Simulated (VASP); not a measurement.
# K (Im-3m) in VASP: single point with r2SCAN

Aim: the single point of K with r2SCAN.

All numbers are computed with VASP 6.6.1; they aren't measurements. Logs are shortened: lines on timing, memory, paths and dates and some standing lists are left out, and cuts for length are marked.

### Step 1. The cell of the first run

Symmetry: Im-3m, No. 229, cubic system. The conventional cell has a = 5.337 Å, b = 5.337 Å, c = 5.337 Å, α = 90.00°, β = 90.00°, γ = 90.00°.

### Step 2. Single point, r2SCAN

POSCAR reads:

```
K
1.0
   -2.6685348790      2.6685348790      2.6685348790
    2.6685348790     -2.6685348790      2.6685348790
    2.6685348790      2.6685348790     -2.6685348790
K
1
Direct
    0.0000000000      0.0000000000      0.0000000000
```

INCAR.step1 reads:

```
SYSTEM = K
ALGO = Normal ; EDIFF = 1E-4
ENCUT = 520 ; GGA = PE
ISMEAR = 1 ; LASPH = .True.
LCHARG = .False. ; LREAL = .False.
LWAVE = .True. ; NBANDS = 10
NELM = 100 ; PREC = Accurate
SIGMA = 0.05
```

INCAR.step2 reads:

```
SYSTEM = K
ALGO = Normal ; EDIFF = 1E-6
ENCUT = 520 ; ISIF = 2
ISMEAR = 1 ; ISTART = 1
LASPH = .True. ; LCHARG = .False.
LMIXTAU = .True. ; LREAL = .False.
LWAVE = .False. ; METAGGA = R2SCAN
NBANDS = 10 ; NELM = 100
PREC = Accurate ; SIGMA = 0.05
```

KPOINTS reads:

```
k-points
0
Gamma
  13 13 13
  0 0 0
```

Potentials or basis: VASP PAW PBE potentials, release 64 (K_sv).

On the command line:

```bash
$ cat potpaw_PBE.64/K_sv/POTCAR > POTCAR
$ cp INCAR.step1 INCAR
$ mpirun -np 1 vasp_std > vasp.out
$ cp INCAR.step2 INCAR
$ mpirun -np 1 vasp_std > vasp.out
```

OUTCAR:

```text
SYSTEM = K
   EDIFF = 1E-6
   ENCUT = 520
   ISIF = 2
   ISMEAR = 1
   ISTART = 1
   LASPH = .True.
   LREAL = .False.
   METAGGA = R2SCAN
   NELM = 100
   PREC = Accurate

 ion  position               nearest neighbor table
   1  0.000  0.000  0.000-

  LATTYP: Found a body centered cubic cell.
 ALAT       =     5.3370697580

  Lattice vectors:

 A1 = (  -2.6685348790,   2.6685348790,   2.6685348790)
 A2 = (   2.6685348790,  -2.6685348790,   2.6685348790)
 A3 = (   2.6685348790,   2.6685348790,  -2.6685348790)

Analysis of symmetry for initial positions (statically):
=====================================================================
 Subroutine PRICEL returns:
 Original cell was already a primitive cell.

 Routine SETGRP: Setting up the symmetry group for a
 body centered cubic supercell.

 Subroutine GETGRP returns: Found 48 space group operations
 (whereof 48 operations were pure point group operations)
 out of a pool of 48 trial point group operations.

The static configuration has the point symmetry O_h .

Analysis of symmetry for dynamics (positions and initial velocities):
=====================================================================
 Subroutine PRICEL returns:
 Original cell was already a primitive cell.

 Routine SETGRP: Setting up the symmetry group for a
 body centered cubic supercell.

 Subroutine GETGRP returns: Found 48 space group operations
 (whereof 48 operations were pure point group operations)
 out of a pool of 48 trial point group operations.

The dynamic configuration has the point symmetry O_h .

 Subroutine INISYM returns: Found 48 space group operations
 (whereof 48 operations are pure point group operations),
 and found     1 'primitive' translations

----------------------------------------------------------------------------------------

                                     Primitive cell

  volume of cell :      76.0114

  direct lattice vectors                    reciprocal lattice vectors
    -2.668534879  2.668534879  2.668534879     0.000000000  0.187368733  0.187368733
     2.668534879 -2.668534879  2.668534879     0.187368733  0.000000000  0.187368733
     2.668534879  2.668534879 -2.668534879     0.187368733  0.187368733  0.000000000

  length of vectors
     4.622037992  4.622037992  4.622037992     0.264979404  0.264979404  0.264979404

  position of ions in fractional coordinates (direct lattice)
[... 80 lines left out ...]
   NSW    =      0    number of steps for IOM
   IBRION =     -1    ionic relax: 0-MD 1-quasi-New 2-CG
   NFREE  =      0    steps in history (QN), initial steepest desc. (CG)
   ISIF   =      2    stress and relaxation
   ISYM   =      2    0-nonsym 1-usesym 2-fastsym
   POTIM  = 0.5000    time-step for ionic-motion
   TEBEG  =    0.0;   TEEND  =   0.0 temperature during run
   PSTRESS=    0.0 pullay stress
   NELECT =       9.0000    total number of electrons
   NUPDOWN=      -1.0000    fix difference up-down
   EMIN   =  10.00;   EMAX   =-10.00  energy-range for DOS
   EFERMI =   0.00;   METHOD = LEGACY
   ISMEAR =     1;   SIGMA  =   0.05  broadening in eV -4-tet -1-fermi 0-gaus
   EFERMI_NEDOS =   21; number of points for ismear=-14 and -15
   IALGO  =     38    algorithm
   IMIX   =      4    mixing-type and parameters
     AMIX     =   0.40;   BMIX     =  1.00
     AMIX_MAG =   1.60;   BMIX_MAG =  1.00
  volume/ion in A,a.u.               =      76.01       512.95
  Fermi-wavevector in a.u.,A,eV,Ry     =   0.803889  1.519130  8.792597  0.646238
  Thomas-Fermi vector in A             =   1.911842
   LORBIT       =      0    0 simple, 1 ext, 2 COOP (PROOUT), +10 PAW based schemes
   METAGGA = R2SCAN    functional components
   LHFCALC =     F    Hartree Fock is set to
   AEXX    =    0.0000 exact exchange contribution
   IVDW    =     0    specifies the selected vdW correction
   LEPSILON=     F    determine dielectric tensor
   LRPA    =     F    only Hartree local field effects (RPA)
 non-spin polarized calculation
 Methfessel and Paxton  Order N= 1 SIGMA  =   0.05
  energy-cutoff  :      520.00
  volume of cell :       76.01
 maximum number of plane-waves:      2093
   NGX = 17   NGY = 17   NGZ = 17

 number of electron       9.0000001 magnetization

 Free energy of the ion-electron system (eV)
  ---------------------------------------------------
  ext. energy  EPLUGINS =         0.00000000
  ---------------------------------------------------
  free energy    TOTEN  =        -6.01111951 eV

  energy without entropy =       -6.01071896  energy(sigma->0) =       -6.01098599

 E-fermi :  -0.1047     XC(G=0):  -5.8237

 val. band max:       -0.1073777135   @ k =  -0.3077   0.3846   0.2308
 cond. band min:      -0.0977251680   @ k =  -0.3846   0.4615   0.0769
 fundamental gap:      0.0096525456
 Fermi energy:        -0.1047410974

 k-point     1 :       0.0000    0.0000    0.0000
  band No.  band energies     occupation
      1     -33.8124      2.00000
      2     -16.4858      2.00000
      3     -16.4858      2.00000
      4     -16.4858      2.00000
      5      -2.3915      2.00000
      6       4.5834      0.00000
      7       4.5835      0.00000
      8       4.5835      0.00000
      9       5.5254      0.00000
     10       5.5254      0.00000
[... 287 lines left out ...]
 k-point    24 :       0.2308    0.0769    0.0769
  band No.  band energies     occupation
      1     -33.8097      2.00000
      2     -16.5294      2.00000
      3     -16.4992      2.00000
      4     -16.4888      2.00000
      5      -1.0809      2.00000
      6       2.4713      0.00000
      7       3.2255      0.00000
      8       5.2619      0.00000
      9       5.5863      0.00000
     10       5.7152      0.00000

 [... further k-points ...]

------------------------ aborting loop because EDIFF is reached ----------------------------------------

  FORCE on cell =-STRESS in cart. coord.  units (eV):
  Direction    XX          YY          ZZ          XY          YZ          ZX
  --------------------------------------------------------------------------------------
  -------------------------------------------------------------------------------------
  Total       -0.0035168     -0.0035168     -0.0035168      0.0000000     -0.0000000      0.0000000
  in kB       -0.0741283     -0.0741283     -0.0741283      0.0000000     -0.0000000      0.0000000
  external PRESSURE =      -0.0741283 kB  Pullay stress =       0.0000000 kB

 VOLUME and BASIS-vectors are now :
 -----------------------------------------------------------------------------
  energy-cutoff  :      520.00
  volume of cell :       76.01
      direct lattice vectors                 reciprocal lattice vectors
    -2.668534879  2.668534879  2.668534879     0.000000000  0.187368733  0.187368733
     2.668534879 -2.668534879  2.668534879     0.187368733  0.000000000  0.187368733
     2.668534879  2.668534879 -2.668534879     0.187368733  0.187368733  0.000000000

 POSITION                                       TOTAL-FORCE (eV/Angst)
 -----------------------------------------------------------------------------------
      0.00000      0.00000      0.00000        -0.000000     -0.000000     -0.000000
 -----------------------------------------------------------------------------------
    total drift:                               -0.000000      0.000000      0.000000

  FREE ENERGIE OF THE ION-ELECTRON SYSTEM (eV)
  ---------------------------------------------------
  free  energy   TOTEN  =        -6.0111195103 eV

  energy  without entropy=       -6.0107189633  energy(sigma->0) =       -6.01098599
```

OSZICAR.step1:

```text
N       E                     dE             d eps       ncg     rms          rms(c)
DAV:   1     0.456799290060E+02    0.45680E+02   -0.34934E+03  1680   0.679E+02
DAV:   2     0.560568243910E+00   -0.45119E+02   -0.44551E+02  1816   0.190E+02
DAV:   3    -0.100093725274E+01   -0.15615E+01   -0.15590E+01  2660   0.282E+01
DAV:   4    -0.104422345481E+01   -0.43286E-01   -0.43250E-01  2360   0.418E+00
DAV:   5    -0.104513052897E+01   -0.90707E-03   -0.90701E-03  2530   0.437E-01    0.189E+00
DAV:   6    -0.104540504715E+01   -0.27452E-03   -0.14111E-03  2570   0.233E-01    0.117E+00
DAV:   7    -0.104586588646E+01   -0.46084E-03   -0.26628E-03  2542   0.330E-01    0.511E-02
DAV:   8    -0.104592819403E+01   -0.62308E-04   -0.10792E-04  1782   0.122E-01
   1 F= -.10459282E+01 E0= -.10457979E+01  d E =-.390878E-03
```

Wall time 3.9 min (1 thread of Intel Xeon Platinum 8259CL at 2.50GHz (Skylake/Cascade Lake), shared host); peak memory 0.24 GiB.

What came out:

| Property | Result |
| --- | --- |
| Free energy | -6.0111 eV |
| Pressure | 0.0 GPa |
| Band gap on the k mesh | zero (an odd number of electrons rules out a gap without spin polarisation) |

Levels at points of the mesh, in eV from the Fermi level:
| k point | band 1 | band 2 | band 3 | band 4 | band 5 | band 6 | band 7 | band 8 | band 9 |
| --- | --- | --- | --- | --- | --- | --- | --- | --- | --- |
| (0.00, 0.00, 0.00) | -33.71 | -16.38 | -16.38 | -16.38 | -2.29 | 4.69 | 4.69 | 4.69 | 5.63 |

Caveat: the PAW data sets were made with another functional, which shifts forces and pressure a little.
